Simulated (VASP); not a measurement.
Runs of VASP 6.6.1 on Hf3F. The structure is that of space group Fm-3m (No. 225), or close to it. The cells are those of the table. The cell was generated, and may not be a known phase.

```tsv
task	cell	k mesh	cutoff (eV)	gap on the mesh (eV)	pressure (GPa)	relaxed volume (Å³/atom)
relaxation of cell and atoms	relaxed from a = 4.834 Å, angles 60.0°, 4 atoms	12 × 12 × 12	600	none	0.0	19.86
relaxation of cell and atoms	relaxed from a = 4.997 Å, angles 60.0°, 4 atoms	4 × 4 × 4	600	none	-0.1	(a)
single point	a = 4.834 Å, angles 60.0°, 4 atoms	12 × 12 × 12	520	none	-0.4	-
single point	a = 4.997 Å, angles 60.0°, 4 atoms	4 × 4 × 4	520	none	-7.0	-
single point	a = 4.834 Å, angles 60.0°, 4 atoms	4 × 4 × 4	520	none	(b)	-
```

Alike in all rows: level PBE; potentials or basis VASP PAW PBE potentials, release 64 (Hf_pv, F); no spin polarisation; smearing gaussian 0.1 eV.

Estimate the missing entries.

(a) 19.82; (b) -0.6.

Caveats: some runs use coarse meshes; spin-orbit coupling is left out, which moves the levels of the heavy elements.

A k mesh can miss the band edges, and the runs leave out spin-orbit coupling on Hf.

A gap of «none» marks levels without a gap at the run's occupations.
